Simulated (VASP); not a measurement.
Input of a VASP 6.6.1 run:

Contents of INCAR:

```
  PREC = Accurate
  ENCUT = 520
  EDIFF = 1E-6
  ISMEAR = 0
  SIGMA = 0.1
  LREAL = F
  LASPH = T
  NELM = 100
  ALGO = Normal
  ISIF = 2
  LWAVE = F
  LCHARG = T
  GGA = PE
  LELF = T
  LVHAR = T
  NBANDS = 24
```

File KPOINTS:

```
regular mesh
0
Gamma
  14 14 8
```

Contents of POSCAR:

```
ZrC
1.0
    3.2983463142      0.0000000000      0.0000000000
    0.0000000000      3.2983463142      0.0000000000
    0.0000000000      0.0000000000      6.1576456897
Zr C
2 2
Direct
    0.5000000000      0.5000000000      0.2500000000
    0.5000000000      0.5000000000      0.7500000000
    0.0000000000      0.5000000000      0.0000000000
    0.5000000000      0.0000000000      0.5000000000
```

Potentials or basis: VASP PAW PBE potentials, release 64 (Zr_sv, C).

The run is started by

```console
$ cat potpaw_PBE.64/Zr_sv/POTCAR potpaw_PBE.64/C/POTCAR > POTCAR
$ mpirun -np 1 vasp_std > vasp.out
```

Problem. Estimate the pressure.

Solution. 0.1 GPa.

Problem. Predict the band gap on the k mesh.

Solution. Zero (band 16 reaches 6.91 eV, above the bottom of band 17 at 6.52 eV).
